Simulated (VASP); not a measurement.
Wanted: the native input for a VASP 6.6.1 run.

* Task: single point
* Functional: PBE
* Potentials or basis: VASP PAW PBE potentials, release 64 (Pd)
* Cutoff: 520 eV
* k mesh: 9 × 9 × 9
* Occupations: gaussian, width 0.1 eV
* Spin: no spin polarisation
* Dipole correction: no
* Further INCAR settings: ALGO = Fast; EDIFF = 1e-06; NBANDS = 11

The structure of Pd lies in POSCAR:

```
Pd
1.0
    2.2168614997      1.2799055836      0.9046681084
   -2.2168614997      1.2799055836      0.9046681084
    0.0000000000     -2.5598111672      0.9046681084
Pd
1
Direct
    0.5000000000      0.5000000000      0.5000000000
```

This isn't the form of Pd at room conditions, which is fcc.

One way to write it, as run:

INCAR

```
SYSTEM = Pd
  PREC = Accurate
  ENCUT = 520
  EDIFF = 1E-6
  ISMEAR = 0
  SIGMA = 0.1
  LREAL = .False.
  LASPH = .True.
  NELM = 60
  ALGO = Fast
  ISIF = 2
  LWAVE = .False.
  LCHARG = .False.
  GGA = PE
  NBANDS = 11
```

KPOINTS

```
regular mesh
0
Gamma
  9 9 9
  0 0 0
```

Potentials or basis: VASP PAW PBE potentials, release 64 (Pd).

Launch:

```bash
$ cat potpaw_PBE.64/Pd/POTCAR > POTCAR
$ mpirun -np 1 vasp_std > vasp.out
```

It gave:

The pressure is 0.0 GPa. The band gap on the k mesh is zero (bands 5 and 6 overlap by 1.33 eV).

Wall time 17 s on 1 thread of Intel Xeon 8259CL, on a shared host, peak memory 0.14 GiB.
